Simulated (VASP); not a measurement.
# W (I4/mmm) in VASP: further runs

Runs on W. Level: PBEsol. Tasks: single point.

Everything below comes from runs of VASP 6.6.1. Logs are shortened: lines on timing, memory, paths and dates and some standing lists are left out, and cuts for length are marked.

## 1. The cell of the first run

It takes space group I4/mmm (No. 139, tetragonal). The conventional cell has a = 3.106 Å, b = 3.106 Å, c = 3.225 Å, α = 90.00°, β = 90.00°, γ = 90.00°. Within 3.6 Å of W (site symmetry 4/mmm) lie 14 W at 2.72 to 3.23 Å.

## 2. Single point, PBEsol

Contents of INCAR:

```
SYSTEM = W
ALGO = Normal
EDIFF = 1E-6
ENCUT = 500
GGA = PS
GGA_COMPAT = .FALSE.
ISIF = 2
ISMEAR = 0
LASPH = .TRUE.
LCHARG = .TRUE.
LELF = .TRUE.
LREAL = .FALSE.
LVHAR = .TRUE.
LWAVE = .FALSE.
NBANDS = 13
NELM = 120
PREC = Accurate
SIGMA = 0.15
```

Contents of KPOINTS:

```
k-points
0
G
  22 22 22
  0 0 0
```

Contents of POSCAR:

```
W
1.0
    0.0000000000      2.1960229916      1.6125396827
    2.1960229916      0.0000000000      1.6125396827
    2.1960229916      2.1960229916      0.0000000000
W
1
Direct
    0.0000000000      0.0000000000      0.0000000000
```

Potentials or basis: VASP PAW PBE potentials, release 64 (W_sv).

Command:

```console
$ cat potpaw_PBE.64/W_sv/POTCAR > POTCAR
$ mpirun -np 1 vasp_std > vasp.out
```

OUTCAR:

```text
SYSTEM = W
   EDIFF = 1E-6
   ENCUT = 500
   GGA = PS
   ISIF = 2
   ISMEAR = 0
   LASPH = .TRUE.
   LREAL = .FALSE.
   NELM = 120
   PREC = Accurate

 ion  position               nearest neighbor table
   1  0.000  0.000  0.000-

  LATTYP: Found a body centered tetragonal cell.
 ALAT       =     3.1056454980
 C/A-ratio  =     1.0384570188

  Lattice vectors:

 A1 = (   0.0000000000,  -2.1960229916,  -1.6125396827)
 A2 = (   0.0000000000,   2.1960229916,  -1.6125396827)
 A3 = (   2.1960229916,   0.0000000000,   1.6125396827)

Analysis of symmetry for initial positions (statically):
=====================================================================
 Subroutine PRICEL returns:
 Original cell was already a primitive cell.

 Routine SETGRP: Setting up the symmetry group for a
 body centered tetragonal supercell.

 Subroutine GETGRP returns: Found 16 space group operations
 (whereof 16 operations were pure point group operations)
 out of a pool of 16 trial point group operations.

The static configuration has the point symmetry D_4h.

Analysis of symmetry for dynamics (positions and initial velocities):
=====================================================================
 Subroutine PRICEL returns:
 Original cell was already a primitive cell.

 Routine SETGRP: Setting up the symmetry group for a
 body centered tetragonal supercell.

 Subroutine GETGRP returns: Found 16 space group operations
 (whereof 16 operations were pure point group operations)
 out of a pool of 16 trial point group operations.

The dynamic configuration has the point symmetry D_4h.

 Subroutine INISYM returns: Found 16 space group operations
 (whereof 16 operations are pure point group operations),
 and found     1 'primitive' translations

----------------------------------------------------------------------------------------

                                     Primitive cell

  volume of cell :      15.5530

  direct lattice vectors                    reciprocal lattice vectors
     0.000000000  2.196022992  1.612539683    -0.227684319  0.227684319  0.310069889
     2.196022992  0.000000000  1.612539683     0.227684319 -0.227684319  0.310069889
     2.196022992  2.196022992  0.000000000     0.227684319  0.227684319 -0.310069889

  length of vectors
     2.724481824  2.724481824  3.105645498     0.447016369  0.447016369  0.447016369

  position of ions in fractional coordinates (direct lattice)
     0.000000000  0.000000000  0.000000000

  ion indices of the primitive-cell ions
   primitive index   ion index
                 1           1

[... 84 lines left out ...]
   EMIN   =  10.00;   EMAX   =-10.00  energy-range for DOS
   EFERMI =   0.00;   METHOD = LEGACY
   ISMEAR =     0;   SIGMA  =   0.15  broadening in eV -4-tet -1-fermi 0-gaus
   EFERMI_NEDOS =   21; number of points for ismear=-14 and -15
   IALGO  =     38    algorithm
   IMIX   =      4    mixing-type and parameters
     AMIX     =   0.40;   BMIX     =  1.00
     AMIX_MAG =   1.60;   BMIX_MAG =  1.00
  volume/ion in A,a.u.               =      15.55       104.96
  Fermi-wavevector in a.u.,A,eV,Ry     =   1.580688  2.987067 33.995165  2.498574
  Thomas-Fermi vector in A             =   2.680877
   LORBIT       =      0    0 simple, 1 ext, 2 COOP (PROOUT), +10 PAW based schemes
   GGA     = PS    functional components
   LHFCALC =     F    Hartree Fock is set to
   AEXX    =    0.0000 exact exchange contribution
   IVDW    =     0    specifies the selected vdW correction
   LEPSILON=     F    determine dielectric tensor
   LRPA    =     F    only Hartree local field effects (RPA)
 non-spin polarized calculation
 Gauss-broadening in eV      SIGMA  =   0.15
  energy-cutoff  :      500.00
  volume of cell :       15.55
 maximum number of plane-waves:       410
   NGX =  9   NGY =  9   NGZ = 11

 number of electron      14.0000001 magnetization

 Free energy of the ion-electron system (eV)
  ---------------------------------------------------
  ext. energy  EPLUGINS =         0.00000000
  ---------------------------------------------------
  free energy    TOTEN  =       -13.78885840 eV

  energy without entropy =      -13.78287645  energy(sigma->0) =      -13.78586742

 E-fermi :  11.5529     XC(G=0): -13.8690

 val. band max:       11.5500007697   @ k =   0.2727   0.2727   0.0000
 cond. band min:      11.5535510766   @ k =   0.1818   0.1364   0.0455
 fundamental gap:      0.0035503069
 Fermi energy:        11.5529275893

 k-point     1 :       0.0000    0.0000    0.0000
  band No.  band energies     occupation
      1     -62.5691      2.00000
      2     -26.1057      2.00000
      3     -26.0939      2.00000
      4     -26.0939      2.00000
      5       1.7933      2.00000
      6      10.1342      2.00000
      7      10.1342      2.00000
      8      10.6319      2.00000
      9      13.4773      0.00000
     10      14.1527      0.00000
     11      25.6732      0.00000
     12      26.3959      0.00000
     13      26.3959      0.00000
[... 354 lines left out ...]
  band No.  band energies     occupation
      1     -62.4245      2.00000
      2     -27.4491      2.00000
      3     -26.5260      2.00000
      4     -26.1222      2.00000
      5       5.2375      2.00000
      6       8.2018      2.00000
      7      11.4819      1.49689
      8      13.3559      0.00000
      9      15.0814      0.00000
     10      17.5018      0.00000
     11      23.0313      0.00000
     12      23.6505      0.00000
     13      29.2068      0.00000

 [... further k-points ...]

------------------------ aborting loop because EDIFF is reached ----------------------------------------

  FORCE on cell =-STRESS in cart. coord.  units (eV):
  Direction    XX          YY          ZZ          XY          YZ          ZX
  --------------------------------------------------------------------------------------
  -------------------------------------------------------------------------------------
  Total        0.7541637      0.7541637     -0.3864497      0.0000000      0.0000000     -0.0000000
  in kB       77.6894514     77.6894514    -39.8097431      0.0000000      0.0000000     -0.0000000
  external PRESSURE =      38.5230532 kB  Pullay stress =       0.0000000 kB

 VOLUME and BASIS-vectors are now :
 -----------------------------------------------------------------------------
  energy-cutoff  :      500.00
  volume of cell :       15.55
      direct lattice vectors                 reciprocal lattice vectors
     0.000000000  2.196022992  1.612539683    -0.227684319  0.227684319  0.310069889
     2.196022992  0.000000000  1.612539683     0.227684319 -0.227684319  0.310069889
     2.196022992  2.196022992  0.000000000     0.227684319  0.227684319 -0.310069889

 POSITION                                       TOTAL-FORCE (eV/Angst)
 -----------------------------------------------------------------------------------
      0.00000      0.00000      0.00000         0.000000      0.000000     -0.000000
 -----------------------------------------------------------------------------------
    total drift:                                0.000000     -0.000000      0.000000

  FREE ENERGIE OF THE ION-ELECTRON SYSTEM (eV)
  ---------------------------------------------------
  free  energy   TOTEN  =       -13.7888583985 eV

  energy  without entropy=      -13.7828764486  energy(sigma->0) =      -13.78586742
```

stdout:

```text
POSCAR found type information on POSCAR W
 POSCAR found :  1 types and       1 ions
 scaLAPACK will be used
 -----------------------------------------------------------------------------
|                                                                             |
|                                                                             |
|     You enforced a specific xc type in the INCAR file but a different       |
|     I HOPE YOU KNOW WHAT YOU ARE DOING!                                     |
|                                                                             |
 -----------------------------------------------------------------------------

 LDA part: xc-table for (Slater+PW92), standard interpolation
 POSCAR, INCAR and KPOINTS ok, starting setup
 FFT: planning ... GRIDC
 FFT: planning ... GRID_SOFT
 FFT: planning ... GRID
 WAVECAR not read
 entering main loop
```

Wall time 43 s (1 thread of Intel Xeon 6975P-C (Granite Rapids), shared host); peak memory 0.26 GiB.

Results:

```yaml
Free_energy: -13.7889 eV
Pressure: 3.9 GPa
Band_gap_on_the_k_mesh: zero (bands 7 and 8 overlap by 6.25 eV)
```

Stress tensor (GPa, compression positive):
```
 7.77  0.00  0.00
 0.00  7.77  0.00
 0.00  0.00 -3.98
```

Levels at points of the mesh, in eV from the Fermi level:
```
           k point  band 4  band 5  band 6  band 7  band 8  band 9  band 10  band 11
(0.00, 0.00, 0.00)  -37.65   -9.76   -1.42   -1.42   -0.92    1.92     2.60    14.12
(0.50, 0.00, 0.00)  -37.65   -6.42   -3.49    0.67    1.85    3.19     6.28    11.28
(0.50, 0.50, 0.00)  -38.57   -6.07   -5.95    5.21    5.38    5.38     7.73     8.75
(0.50, 0.00, 0.50)  -37.69   -6.41   -4.00    0.97    2.64    3.43     6.41    11.46
```

Caveat: the cell stands under pressure; the PAW data sets were made with another functional, which shifts forces and pressure a little; spin-orbit coupling is left out, which moves the levels of the heavy elements.

## 3. Single point, PBEsol (15.13 Å³/atom)

This run uses another cell than the first one, of 15.13 Å³/atom.

Contents of INCAR:

```
PREC = Accurate ; ENCUT = 500
EDIFF = 1E-6 ; ISMEAR = 0
SIGMA = 0.15 ; LREAL = False
LASPH = True ; NELM = 120
ALGO = Normal ; ISIF = 2
LWAVE = False ; LCHARG = False
GGA = PS ; NBANDS = 13
GGA_COMPAT = False
```

Contents of KPOINTS:

```
regular mesh
0
Gamma
  22 22 22
```

Contents of POSCAR:

```
W
1.0
    0.0000000000      2.1757872510      1.5976805784
    2.1757872510      0.0000000000      1.5976805784
    2.1757872510      2.1757872510      0.0000000000
W
1
Direct
    0.0000000000      0.0000000000      0.0000000000
```

Potentials or basis: VASP PAW PBE potentials, release 64 (W_sv).

Command:

```console
$ cat potpaw_PBE.64/W_sv/POTCAR > POTCAR
$ mpirun -np 1 vasp_std > vasp.out
```

Run time: 87 s. Hardware: 1 thread of Intel Xeon 8259CL, shared host; peak memory 0.26 GiB.

Results (log left out):

| Quantity | Value |
| --- | --- |
| Free energy | -13.7654 eV |
| Pressure | 13.9 GPa |
| Band gap on the k mesh | zero (bands 7 and 8 overlap by 6.50 eV) |

Stress tensor (GPa, compression positive):
```
18.03  0.00  0.00
 0.00 18.03  0.00
 0.00  0.00  5.51
```

Levels at points of the mesh, in eV from the Fermi level:
| k point | band 5 | band 6 | band 7 | band 8 | band 9 | band 10 |
| --- | --- | --- | --- | --- | --- | --- |
| (0.00, 0.00, 0.00) | -9.92 | -1.48 | -1.48 | -0.97 | 1.97 | 2.67 |
| (0.50, 0.00, 0.00) | -6.61 | -3.63 | 0.77 | 1.92 | 3.31 | 6.53 |
| (0.50, 0.50, 0.00) | -6.31 | -6.19 | 5.40 | 5.58 | 5.58 | 7.96 |
| (0.50, 0.00, 0.50) | -6.61 | -4.16 | 1.08 | 2.74 | 3.56 | 6.67 |

Caveat: the cell stands under pressure; the PAW data sets were made with another functional, which shifts forces and pressure a little; spin-orbit coupling is left out, which moves the levels of the heavy elements.

## 4. Single point, PBEsol (15.13 Å³/atom)

This run uses another cell than the first one, of 15.13 Å³/atom.

Contents of INCAR:

```
  ALGO = Normal
  EDIFF = 1E-6
  ENCUT = 500
  GGA = PS
  GGA_COMPAT = False
  ISIF = 2
  ISMEAR = 0
  LASPH = True
  LCHARG = False
  LREAL = False
  LWAVE = False
  NBANDS = 13
  NELM = 120
  PREC = Accurate
  SIGMA = 0.15
```

Contents of KPOINTS:

```
k-points
0
Gamma
  22 22 22
```

Contents of POSCAR:

```
W
1.0
    0.0000000000      2.2325533569      1.5174665167
    2.2325533569      0.0000000000      1.5174665167
    2.2325533569      2.2325533569      0.0000000000
W
1
Direct
    0.0000000000      0.0000000000      0.0000000000
```

Command:

```console
$ cat potpaw_PBE.64/W_sv/POTCAR > POTCAR
$ mpirun -np 1 vasp_std > vasp.out
```

It took 88 s on 1 thread of Intel Xeon 8259CL, shared host; peak memory 0.26 GiB.

The run converged. Its results:

| Quantity | Value |
| --- | --- |
| Free energy | -13.7632 eV |
| Pressure | 13.9 GPa |
| Band gap on the k mesh | zero (bands 7 and 8 overlap by 6.74 eV) |

Stress tensor (GPa, compression positive):
```
 9.19  0.00  0.00
 0.00  9.19  0.00
 0.00  0.00 23.18
```

Levels at points of the mesh, in eV from the Fermi level:
```csv
k point,band 3,band 4,band 5,band 6,band 7,band 8,band 9,band 10,band 11,band 12
"(0.00, 0.00, 0.00)",-37.59,-37.57,-9.92,-1.69,-1.12,-1.12,1.93,2.71,14.39,14.39
"(0.50, 0.00, 0.00)",-38.09,-37.61,-6.61,-4.00,0.98,2.37,3.59,6.61,11.57,11.95
"(0.50, 0.50, 0.00)",-38.67,-38.54,-6.31,-6.19,5.46,5.46,5.64,8.27,8.27,9.36
"(0.50, 0.00, 0.50)",-38.02,-37.57,-6.62,-3.42,0.64,1.76,3.05,6.50,11.63,11.73
```

Caveat: the cell stands under pressure; the PAW data sets were made with another functional, which shifts forces and pressure a little; spin-orbit coupling is left out, which moves the levels of the heavy elements.

## 5. Overview

| cell | gap on the mesh (eV) | pressure (GPa) |
| --- | --- | --- |
| a = 2.724, b = 2.724, c = 3.106 Å, angles 55.3, 55.3, 69.5°, 1 atom | none | 3.9 |
| a = 2.699, b = 2.699, c = 3.077 Å, angles 55.3, 55.3, 69.5°, 1 atom | none | 13.9 |
| a = 2.699, b = 2.699, c = 3.157 Å, angles 54.2, 54.2, 71.6°, 1 atom | none | 13.9 |

Alike in all rows: task single point; level PBEsol; potentials or basis VASP PAW PBE potentials, release 64 (W_sv); no spin polarisation; k mesh 22 × 22 × 22; cutoff (eV) 500; smearing gaussian 0.15 eV.

Caveats: the cell stands under pressure; the PAW data sets were made with another functional, which shifts forces and pressure a little; spin-orbit coupling is left out, which moves the levels of the heavy elements.

Absolute energies hang on the potentials; compare differences alone.
